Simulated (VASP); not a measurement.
Wanted: the native input for a VASP 6.6.1 run.

```yaml
Task: relaxation of cell and atoms
Functional: PBE
Potentials_or_basis: VASP PAW PBE potentials, release 64 (Be, Te)
Cutoff: 600 eV
k_mesh: 4 × 4 × 6
Occupations: gaussian, width 0.1 eV
Spin: no spin polarisation
Dipole_correction: no
Further_INCAR_settings: ALGO = Normal; EDIFF = 1e-06; IBRION = 2; EDIFFG = -0.04; NSW = 90; ISIF = 3
```

The structure of BeTe lies in POSCAR:

```
BeTe
1.0
    6.3890996900      0.0000000000      0.0000000000
    0.0000000000      6.3890996900      0.0000000000
    0.0000000000      0.0000000000      3.4878910400
Be Te
4 4
Direct
    0.6692432600      0.6692432600      0.5000000000
    0.1692432600      0.8307567400      0.2500000000
    0.3307567400      0.3307567400      0.0000000000
    0.8307567400      0.1692432600      0.7500000000
    0.8307567400      0.8307567400      0.0000000000
    0.3307567400      0.6692432600      0.7500000000
    0.1692432600      0.1692432600      0.5000000000
    0.6692432600      0.3307567400      0.2500000000
```

The cell was built from a structure type or drawn by symmetry, and may not be a known phase.

One way to write it, as run:

INCAR

```
ALGO = Normal ; EDIFF = 1E-6
EDIFFG = -0.04 ; ENCUT = 600
GGA = PE ; IBRION = 2
ISIF = 3 ; ISMEAR = 0
LASPH = T ; LCHARG = F
LREAL = F ; LWAVE = F
NELM = 100 ; NSW = 90
PREC = Accurate ; SIGMA = 0.1
```

KPOINTS

```
k-points
0
Gamma
  4 4 6
```

Potentials or basis: VASP PAW PBE potentials, release 64 (Be, Te).

Run with:

```bash
$ cat potpaw_PBE.64/Be/POTCAR potpaw_PBE.64/Te/POTCAR > POTCAR
$ mpirun -np 1 vasp_std > vasp.out
```

Results of the run:

The relaxed volume is 22.82 Å³/atom. The relaxed cell is a = 6.884 Å, b = 6.884 Å, c = 3.853 Å, α = 90.00°, β = 90.00°, γ = 90.00°, the space group after relaxing (to 0.1 Å) is P4_12_12 (No. 92) and the energy gained by relaxing is 300.5 meV/atom. The ionic steps are 6 and the pressure after relaxing is -0.1 GPa. The largest force after relaxing is 0.027 eV/Å and the band gap on the k mesh is 1.30 eV (least direct gap 2.23 eV).

Caveat: the volume moved by over 15 % at a fixed basis, so the end points are rough; spin-orbit coupling is left out, which moves the levels of the heavy elements.

Wall time 3.9 min on 1 thread of Intel(R) Xeon(R) Platinum 8488C (Sapphire Rapids), with other jobs on the host, peak memory 0.32 GiB.
